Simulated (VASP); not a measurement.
# W (Fmmm) in VASP: further runs

W is run at these levels: PBEsol; tasks: single point.

Program: VASP 6.6.1. These are calculated values, not measurements. Logs are shortened: lines on timing, memory, paths and dates and some standing lists are left out, and cuts for length are marked.

### 1 The cell of the first run

The structure is orthorhombic, space group Fmmm (No. 69). Conventional cell: a = 3.195 Å, b = 4.450 Å, c = 4.586 Å, α = 90.00°, β = 90.00°, γ = 90.00°. W (site symmetry mmm) has 14 W at 2.74 to 3.19 Å within 3.6 Å.

### 2 Single point, PBEsol (strain -0.0300 x Voigt [0, 0, 0, 0, 1, 0])

INCAR reads:

```
SYSTEM = W
ALGO = Fast ; EDIFF = 1E-6
ENCUT = 520 ; GGA = PS
ISIF = 2 ; ISMEAR = 0
LASPH = .TRUE. ; LCHARG = .FALSE.
LREAL = .FALSE. ; LWAVE = .FALSE.
NBANDS = 13 ; NELM = 100
PREC = Accurate ; SIGMA = 0.15
```

KPOINTS reads:

```
k-points
0
G
  20 20 20
  0 0 0
```

POSCAR reads:

```
W
1.0
   -1.6212595000      1.5973000000      1.6212595000
    1.5733405000     -1.5973000000      1.5733405000
    1.6212595000      1.5973000000     -1.6212595000
W
1
Direct
    0.0000000000      0.0000000000      0.0000000000
```

Potentials or basis: VASP PAW PBE potentials, release 64 (W_sv).

The run is started by

```sh
cat potpaw_PBE.64/W_sv/POTCAR > POTCAR
mpirun -np 1 vasp_std > vasp.out
```

OUTCAR:

```text
SYSTEM = W
   EDIFF = 1E-6
   ENCUT = 520
   GGA = PS
   ISIF = 2
   ISMEAR = 0
   LASPH = .TRUE.
   LREAL = .FALSE.
   NELM = 100
   PREC = Accurate

 ion  position               nearest neighbor table
   1  0.000  0.000  0.000-

  LATTYP: Found a face centered orthorhombic cell.
 ALAT       =     3.1946000000
 B/A-ratio  =     1.3930003589
 C/A-ratio  =     1.4354267658

  Lattice vectors:

 A1 = (   3.1946000000,   0.0000000000,  -0.0479190000)
 A2 = (   1.6212595000,   1.5973000000,  -1.6212595000)
 A3 = (   1.5733405000,   1.5973000000,   1.5733405000)

Analysis of symmetry for initial positions (statically):
=====================================================================
 Subroutine PRICEL returns:
 Original cell was already a primitive cell.

 Routine SETGRP: Setting up the symmetry group for a
 face centered orthorhombic supercell.

 Subroutine GETGRP returns: Found  8 space group operations
 (whereof  8 operations were pure point group operations)
 out of a pool of  8 trial point group operations.

The static configuration has the point symmetry D_2h.

Analysis of symmetry for dynamics (positions and initial velocities):
=====================================================================
 Subroutine PRICEL returns:
 Original cell was already a primitive cell.

 Routine SETGRP: Setting up the symmetry group for a
 face centered orthorhombic supercell.

 Subroutine GETGRP returns: Found  8 space group operations
 (whereof  8 operations were pure point group operations)
 out of a pool of  8 trial point group operations.

The dynamic configuration has the point symmetry D_2h.

 Subroutine INISYM returns: Found  8 space group operations
 (whereof  8 operations are pure point group operations),
 and found     1 'primitive' translations

----------------------------------------------------------------------------------------

                                     Primitive cell

  volume of cell :      16.2975

  direct lattice vectors                    reciprocal lattice vectors
    -1.621259500  1.597300000  1.621259500     0.004696480  0.313028235  0.313098682
     1.573340500 -1.597300000  1.573340500     0.317795163  0.000000000  0.317795163
     1.621259500  1.597300000 -1.621259500     0.313098682  0.313028235  0.004696480

  length of vectors
     2.794339282  2.739008570  2.794339282     0.442763501  0.449430229  0.442763501

  position of ions in fractional coordinates (direct lattice)
     0.000000000  0.000000000  0.000000000

  ion indices of the primitive-cell ions
   primitive index   ion index
                 1           1

----------------------------------------------------------------------------------------

 KPOINTS: k-points

Automatic generation of k-mesh.
 Grid dimensions read from file:
 generate k-points for:   20   20   20

 Generating k-lattice:

  Cartesian coordinates                     Fractional coordinates (reciprocal lattice)
     0.000234824  0.015651412  0.015654934     0.050000000  0.000000000  0.000000000
     0.015889758  0.000000000  0.015889758     0.000000000  0.050000000  0.000000000
     0.015654934  0.015651412  0.000234824     0.000000000  0.000000000  0.050000000

  Length of vectors
     0.022138175  0.022471511  0.022138175

  Shift w.r.t. Gamma in fractional coordinates (k-lattice)
     0.000000000  0.000000000  0.000000000

 Subroutine IBZKPT returns following result:
 ===========================================

 Found   1166 irreducible k-points:

 Following reciprocal coordinates:
            Coordinates               Weight
  0.000000  0.000000  0.000000      1.000000
  0.050000  0.000000  0.000000      8.000000
  0.100000  0.000000  0.000000      8.000000
  0.150000 -0.000000  0.000000      8.000000
  0.200000  0.000000  0.000000      8.000000
  0.250000 -0.000000  0.000000      8.000000
[... 16 lines left out ...]
 -0.450000  0.050000 -0.000000      8.000000
 -0.400000  0.050000 -0.000000      8.000000
 [... further k-points ...]
   k-points           NKPTS =   1166   k-points in BZ     NKDIM =   1166   number of bands    NBANDS=     13
   number of dos      NEDOS =    301   number of ions     NIONS =      1
   total plane-waves  NPLWV =  11520
   dimension x,y,z NGX =    24 NGY =   20 NGZ =   24
   dimension x,y,z NGXF=    48 NGYF=   40 NGZF=   48
   ions per type =               1
   NGX,Y,Z   is equivalent  to a cutoff of  14.28, 12.14, 14.28 a.u.
   NGXF,Y,Z  is equivalent  to a cutoff of  28.56, 24.28, 28.56 a.u.
 SYSTEM =  W
   PREC   = accura    normal or accurate (medium, high low for compatibility)
   ISTART =      0    job   : 0-new  1-cont  2-samecut
   ICHARG =      2    charge: 1-file 2-atom 10-const
   ISPIN  =      1    spin polarized calculation?
   LNONCOLLINEAR =      F non collinear calculations
   LSORBIT =      F    spin-orbit coupling
   LASPH  =      T    aspherical Exc in radial PAW
   ENCUT  =  520.0 eV  38.22 Ry    6.18 a.u.   5.20  5.09  5.20*2*pi/ulx,y,z
   NELM   =    100;   NELMIN=  2; NELMDL= -5     # of ELM steps
   EDIFF  = 0.1E-05   stopping-criterion for ELM
   LREAL  =      F    real-space projection
   EDIFFG = 0.1E-04   stopping-criterion for IOM
   NSW    =      0    number of steps for IOM
   IBRION =     -1    ionic relax: 0-MD 1-quasi-New 2-CG
   NFREE  =      0    steps in history (QN), initial steepest desc. (CG)
   ISIF   =      2    stress and relaxation
   ISYM   =      2    0-nonsym 1-usesym 2-fastsym
   POTIM  = 0.5000    time-step for ionic-motion
   TEBEG  =    0.0;   TEEND  =   0.0 temperature during run
   PSTRESS=    0.0 pullay stress
   NELECT =      14.0000    total number of electrons
   NUPDOWN=      -1.0000    fix difference up-down
   EMIN   =  10.00;   EMAX   =-10.00  energy-range for DOS
   EFERMI =   0.00;   METHOD = LEGACY
   ISMEAR =     0;   SIGMA  =   0.15  broadening in eV -4-tet -1-fermi 0-gaus
   EFERMI_NEDOS =   21; number of points for ismear=-14 and -15
   IALGO  =     68    algorithm
   IMIX   =      4    mixing-type and parameters
     AMIX     =   0.40;   BMIX     =  1.00
     AMIX_MAG =   1.60;   BMIX_MAG =  1.00
  volume/ion in A,a.u.               =      16.30       109.98
  Fermi-wavevector in a.u.,A,eV,Ry     =   1.556241  2.940870 32.951772  2.421887
  Thomas-Fermi vector in A             =   2.660066
   LORBIT       =      0    0 simple, 1 ext, 2 COOP (PROOUT), +10 PAW based schemes
   GGA     = PS    functional components
   LHFCALC =     F    Hartree Fock is set to
   AEXX    =    0.0000 exact exchange contribution
   IVDW    =     0    specifies the selected vdW correction
   LEPSILON=     F    determine dielectric tensor
   LRPA    =     F    only Hartree local field effects (RPA)
 non-spin polarized calculation
 RMM-DIIS sequential band-by-band and
 Gauss-broadening in eV      SIGMA  =   0.15
  energy-cutoff  :      520.00
  volume of cell :       16.30
 maximum number of plane-waves:       454
 NGX is ok and might be reduce to    24
   NGX = 11   NGY = 11   NGZ = 11

 number of electron      14.0000002 magnetization

 Free energy of the ion-electron system (eV)
  ---------------------------------------------------
  ext. energy  EPLUGINS =         0.00000000
  ---------------------------------------------------
  free energy    TOTEN  =       -13.78459745 eV

  energy without entropy =      -13.78075149  energy(sigma->0) =      -13.78267447

 E-fermi :  10.9125     XC(G=0): -13.6043

 val. band max:       10.9104279246   @ k =  -0.3000   0.3500   0.2000
 cond. band min:      10.9281210573   @ k =  -0.2000   0.5000   0.2000
 fundamental gap:      0.0176931327
 Fermi energy:        10.9124990544

 k-point     1 :       0.0000    0.0000    0.0000
  band No.  band energies     occupation
      1     -63.3098      2.00000
      2     -26.9504      2.00000
      3     -26.9032      2.00000
      4     -26.8610      2.00000
      5       1.3815      2.00000
      6       9.4308      2.00000
      7       9.6595      2.00000
      8       9.9444      2.00000
      9      13.0514      0.00000
     10      13.0824      0.00000
     11      25.0873      0.00000
     12      25.3628      0.00000
     13      25.6325      0.00000

 k-point     2 :       0.0500    0.0000    0.0000
  band No.  band energies     occupation
      1     -63.3069      2.00000
      2     -26.9644      2.00000
      3     -26.9195      2.00000
      4     -26.8719      2.00000
      5       1.4994      2.00000
      6       9.4257      2.00000
      7       9.6783      2.00000
      8       9.9578      2.00000
      9      12.9425      0.00000
     10      13.0755      0.00000
     11      25.2674      0.00000
     12      25.5639      0.00000
     13      25.8393      0.00000

 k-point     3 :       0.1000    0.0000    0.0000
  band No.  band energies     occupation
      1     -63.2985      2.00000
      2     -27.0329      2.00000
      3     -26.9557      2.00000
      4     -26.8857      2.00000
      5       1.8429      2.00000
      6       9.3169      2.00000
      7       9.6424      2.00000
      8      10.1759      2.00000
      9      12.6786      0.00000
     10      13.0782      0.00000
     11      25.6276      0.00000
     12      26.1586      0.00000
     13      26.4866      0.00000
[... 305 lines left out ...]
 k-point    23 :      -0.4500    0.0500   -0.0000
  band No.  band energies     occupation
      1     -63.1962      2.00000
      2     -28.0159      2.00000
      3     -27.2818      2.00000
      4     -26.9215      2.00000
      5       4.8676      2.00000
      6       7.5560      2.00000
      7      10.5860      1.99792
      8      12.9570      0.00000
      9      13.8546      0.00000
     10      16.1852      0.00000
     11      22.1387      0.00000
     12      22.8929      0.00000
     13      28.1916      0.00000

 k-point    24 :      -0.4000    0.0500   -0.0000
  band No.  band energies     occupation
      1     -63.2074      2.00000
      2     -27.9130      2.00000
      3     -27.2469      2.00000
      4     -26.9212      2.00000
      5       4.8233      2.00000
      6       7.7220      2.00000
      7       9.8277      2.00000
      8      12.8644      0.00000
      9      13.6949      0.00000
     10      15.2013      0.00000
     11      23.2033      0.00000
     12      23.6740      0.00000
     13      29.5385      0.00000

 [... further k-points ...]
[... 5 lines left out ...]
  --------------------------------------------------------------------------------------
  -------------------------------------------------------------------------------------
  Total       -1.1003021     -1.0889369     -1.1003021      0.0000000      0.0000000      0.4233293
  in kB     -108.1684914   -107.0512047   -108.1684914      0.0000000      0.0000000     41.6166597
  external PRESSURE =    -107.7960625 kB  Pullay stress =       0.0000000 kB

 VOLUME and BASIS-vectors are now :
 -----------------------------------------------------------------------------
  energy-cutoff  :      520.00
  volume of cell :       16.30
      direct lattice vectors                 reciprocal lattice vectors
    -1.621259500  1.597300000  1.621259500     0.004696480  0.313028235  0.313098682
     1.573340500 -1.597300000  1.573340500     0.317795163  0.000000000  0.317795163
     1.621259500  1.597300000 -1.621259500     0.313098682  0.313028235  0.004696480

 POSITION                                       TOTAL-FORCE (eV/Angst)
 -----------------------------------------------------------------------------------
      0.00000      0.00000      0.00000        -0.000000     -0.000000      0.000000
 -----------------------------------------------------------------------------------
    total drift:                                0.000000     -0.000000      0.000000

  FREE ENERGIE OF THE ION-ELECTRON SYSTEM (eV)
  ---------------------------------------------------
  free  energy   TOTEN  =       -13.7845974458 eV

  energy  without entropy=      -13.7807514865  energy(sigma->0) =      -13.78267447
```

Run time: 64 s. Hardware: 1 thread of Intel Xeon 6975P-C (Granite Rapids), shared host; peak memory 0.33 GiB.

What came out:

- Free energy: -13.7846 eV
- Pressure: -10.8 GPa
- Band gap on the k mesh: zero (band 7 reaches 15.53 eV, above the bottom of band 8 at 9.87 eV)

Stress tensor (GPa, compression positive):
```
-10.82   0.00   4.16
  0.00 -10.71   0.00
  4.16   0.00 -10.82
```

Caveat: the cell differs from its parent crystal (strain -0.0300 x Voigt [0, 0, 0, 0, 1, 0]); the PAW data sets were made with another functional, which shifts forces and pressure a little; spin-orbit coupling is left out, which moves the levels of the heavy elements.

### 3 Single point, PBEsol (strain +0.0150 x Voigt [0, 0, 0, 0, 1, 0])

INCAR reads:

```
SYSTEM = W
PREC     = Accurate       ! precision mode
ENCUT    = 520            ! plane-wave cutoff, eV
EDIFF    = 1E-7           ! SCF threshold, eV
ISMEAR   = 0              ! smearing method
SIGMA    = 0.15           ! smearing width, eV
LREAL    = .False.        ! projectors in reciprocal space
LASPH    = .True.         ! aspherical terms in the spheres
NELM     = 80             ! most SCF steps
ALGO     = Fast           ! electronic algorithm
ISIF     = 2              ! what is computed and relaxed
LWAVE    = .False.        ! write WAVECAR
LCHARG   = .False.        ! write CHGCAR
GGA      = PS             ! functional
NBANDS   = 13             ! bands
```

KPOINTS reads:

```
regular mesh
0
Gamma
  20 20 20
  0 0 0
```

POSCAR reads:

```
W
1.0
   -1.5853202500      1.5973000000      1.5853202500
    1.6092797500     -1.5973000000      1.6092797500
    1.5853202500      1.5973000000     -1.5853202500
W
1
Direct
    0.0000000000      0.0000000000      0.0000000000
```

Potentials or basis: VASP PAW PBE potentials, release 64 (W_sv).

The run is started by

```sh
cat potpaw_PBE.64/W_sv/POTCAR > POTCAR
mpirun -np 1 vasp_std > vasp.out
```

It took 96 s on 1 thread of Intel Xeon 6975P-C (Granite Rapids), shared host; peak memory 0.33 GiB.

The run converged. Its results:

```yaml
Free_energy: -13.7892 eV
Pressure: -10.9 GPa
Band_gap_on_the_k_mesh: zero (band 7 reaches 15.69 eV, above the bottom of band 8 at 9.74 eV)
```

Stress tensor (GPa, compression positive):
```
-10.91   0.00  -2.11
  0.00 -10.88   0.00
 -2.11   0.00 -10.91
```

Levels at points of the mesh, in eV from the Fermi level:
```csv
k point,band 4,band 5,band 6,band 7,band 8,band 9,band 10,band 11
"(0.00, 0.00, 0.00)",-37.80,-9.53,-1.35,-1.23,-1.10,2.13,2.14,14.31
"(0.50, 0.00, 0.00)",-37.83,-6.15,-3.48,0.57,2.02,2.96,5.87,10.59
"(0.00, 0.50, 0.00)",-37.81,-6.16,-3.52,0.45,2.11,3.07,5.78,10.38
"(0.50, 0.00, 0.50)",-37.84,-6.13,-3.44,0.69,1.92,2.84,5.98,10.78
"(0.50, 0.50, 0.50)",-38.62,-5.67,-5.67,4.78,4.93,5.10,7.91,8.00
```

Caveat: the cell differs from its parent crystal (strain +0.0150 x Voigt [0, 0, 0, 0, 1, 0]); the PAW data sets were made with another functional, which shifts forces and pressure a little; spin-orbit coupling is left out, which moves the levels of the heavy elements.
